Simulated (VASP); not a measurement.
**Si (a cell with a defect): single point with LDA**

Si (a cell with a defect):

```xyz
63
Lattice="10.8600 0.0000 0.0000 0.0000 10.8600 0.0000 0.0000 0.0000 10.8600" Properties=species:S:1:pos:R:3 pbc="T T T"
Si    5.4405   -0.0092    0.0093
Si    6.7895    1.3598    1.3586
Si    8.1490    2.7114   -0.0010
Si    9.4993    4.0804    1.3467
Si    8.1388   -0.0092    2.7075
Si    9.5086    1.3566    4.0691
Si   -0.0658   -0.0696    0.0155
Si    1.3430    1.3391    1.3472
Si    2.7348    2.7308    0.0101
Si    4.1431    4.1392    1.3421
Si    5.5170    5.5132   -0.0303
Si    7.4754    7.4722    0.6724
Si    9.4164    9.4126    1.3843
Si    2.7185   -0.0039    2.7181
Si    4.0867    1.3650    4.0614
Si    5.4438    2.7375    2.7043
Si    6.8061    4.1390    4.0054
Si    8.1787    5.5126    2.6317
Si    9.4992    6.7976    4.0641
Si    5.4301   -0.0039    5.4296
Si    6.8009    1.3390    6.8053
Si    8.1381    2.7306    5.4136
Si    9.5086    4.0751    6.7877
Si    8.1326   -0.0697    8.2141
Si    9.4951    1.3338    9.5131
Si   -0.0055    5.4368    0.0093
Si    1.3634    6.7858    1.3586
Si    2.7150    8.1454   -0.0009
Si    4.0841    9.4956    1.3468
Si    0.0000    2.7148    2.7179
Si    1.3689    4.0830    4.0613
Si    2.7413    5.4400    2.7042
Si    4.1432    6.8022    4.0049
Si    5.5170    8.1748    2.6310
Si    6.8013    9.4956    4.0639
Si   -0.0080   -0.0118    5.4377
Si    1.3588    1.3551    6.7893
Si    2.7198    2.7160    5.4284
Si    4.0867    4.0831    6.7793
Si    5.4438    5.4401    5.4069
Si    6.7894    6.7858    6.7847
Si    8.1490    8.1454    5.4330
Si    9.4950    9.4914    6.8105
Si    2.7104   -0.0118    8.1560
Si    4.0790    1.3566    9.4994
Si    5.4302    2.7148    8.1481
Si    6.8014    4.0805    9.5088
Si    8.1388    5.4367    8.1534
Si    9.4165    6.7602    9.5915
Si   -0.0054    8.1350    2.7077
Si    1.3604    9.5048    4.0693
Si   -0.0001    5.4264    5.4296
Si    1.3430    6.7971    6.8052
Si    2.7348    8.1341    5.4134
Si    4.0790    9.5047    6.7877
Si   -0.0080    2.7066    8.1562
Si    1.3604    4.0752    9.4997
Si    2.7185    5.4264    8.1483
Si    4.0842    6.7976    9.5090
Si    5.4405    8.1350    8.1536
Si    6.7639    9.4124    9.5920
Si   -0.0657    8.1290    8.2138
Si    1.3377    9.4914    9.5130
```

* Program: VASP 6.6.1
* Task: single point
* Functional: LDA
* Potentials or basis: VASP PAW LDA potentials, release 64 (Si)
* Cutoff: 520 eV
* k mesh: 1 × 1 × 1
* Occupations: fermi-dirac, width 0.05 eV
* Spin: collinear spin, zero start
* Dipole correction: no
* Charge: 1
* Further INCAR settings: LREAL = Auto; ALGO = Normal; EDIFF = 1e-07; NBANDS = 167; NELECT = 251.0

* Largest force: 0.403 eV/Å
* Net moment: 0.00 μB per cell
* Valence electrons inside the program's atomic spheres: Si 1.71, 1.70, 1.69, 1.68, 1.65, 1.49 (each value once)

Forces on the atoms (eV/Å):
```
Si  -0.078  0.074 -0.035
Si   0.011  0.015 -0.014
Si  -0.009 -0.018  0.011
Si   0.079 -0.074  0.029
Si   0.035  0.073  0.079
Si   0.026  0.017  0.012
Si   0.050  0.049 -0.124
Si   0.020  0.021  0.132
Si  -0.026 -0.024 -0.134
Si  -0.051 -0.051  0.126
Si   0.279  0.279  0.000
Si   0.027  0.028 -0.028
Si  -0.284 -0.285  0.003
Si  -0.014  0.012  0.034
Si  -0.032  0.060  0.033
Si   0.009 -0.023 -0.009
Si  -0.126 -0.052  0.052
Si   0.000  0.280 -0.280
Si   0.079 -0.029  0.074
Si  -0.032  0.009  0.015
Si  -0.134  0.021 -0.022
Si   0.134 -0.025  0.025
Si   0.026 -0.012 -0.016
Si   0.124  0.049 -0.049
Si  -0.010  0.019  0.010
Si   0.073 -0.078 -0.035
Si   0.014  0.014 -0.013
Si  -0.015 -0.010  0.005
Si  -0.075  0.078  0.030
Si   0.014 -0.017  0.038
Si   0.059 -0.032  0.033
Si  -0.021  0.010 -0.010
Si  -0.051 -0.125  0.051
Si   0.280  0.000 -0.279
Si  -0.030  0.079  0.074
Si   0.036  0.036  0.061
Si   0.008  0.011 -0.010
Si  -0.005 -0.008  0.007
Si  -0.032 -0.033 -0.060
Si   0.009  0.009  0.023
Si   0.011  0.014 -0.014
Si  -0.008 -0.011  0.018
Si  -0.010 -0.011 -0.019
Si  -0.063  0.036 -0.036
Si  -0.013  0.017 -0.028
Si  -0.031 -0.017 -0.008
Si  -0.030 -0.075 -0.079
Si   0.035 -0.078 -0.072
Si  -0.284 -0.004  0.284
Si   0.073  0.035  0.078
Si   0.013  0.026  0.014
Si   0.014 -0.038  0.015
Si   0.021 -0.132 -0.021
Si  -0.025  0.134  0.024
Si  -0.014  0.029 -0.016
Si   0.036 -0.061 -0.036
Si   0.014 -0.014 -0.026
Si  -0.014 -0.034 -0.012
Si  -0.075 -0.030 -0.079
Si  -0.078  0.035 -0.074
Si  -0.005 -0.285  0.285
Si   0.049  0.124 -0.049
Si   0.018 -0.010  0.010
```

Levels at points of the mesh, in eV from the Fermi level:
Spin up:
| k point | band 122 | band 123 | band 124 | band 125 | band 126 | band 127 | band 128 | band 129 |
| --- | --- | --- | --- | --- | --- | --- | --- | --- |
| (0.00, 0.00, 0.00) | -1.23 | -0.89 | -0.89 | -0.67 | 0.09 | 0.09 | 0.09 | 0.19 |
Spin down:
| k point | band 123 | band 124 | band 125 | band 126 | band 127 | band 128 |
| --- | --- | --- | --- | --- | --- | --- |
| (0.00, 0.00, 0.00) | -0.89 | -0.89 | -0.67 | 0.09 | 0.09 | 0.09 |

It took 6.8 min on 1 thread of Intel(R) Xeon(R) 6975P-C (Granite Rapids), on a shared host, peak memory 0.89 GiB.

Caveat: the k points lie up to 0.58 Å⁻¹ apart; the cell carries a net charge on a neutralising background, which shifts energy and pressure; the cell is charged against a uniform background, so pressure and absolute levels hang on convention.
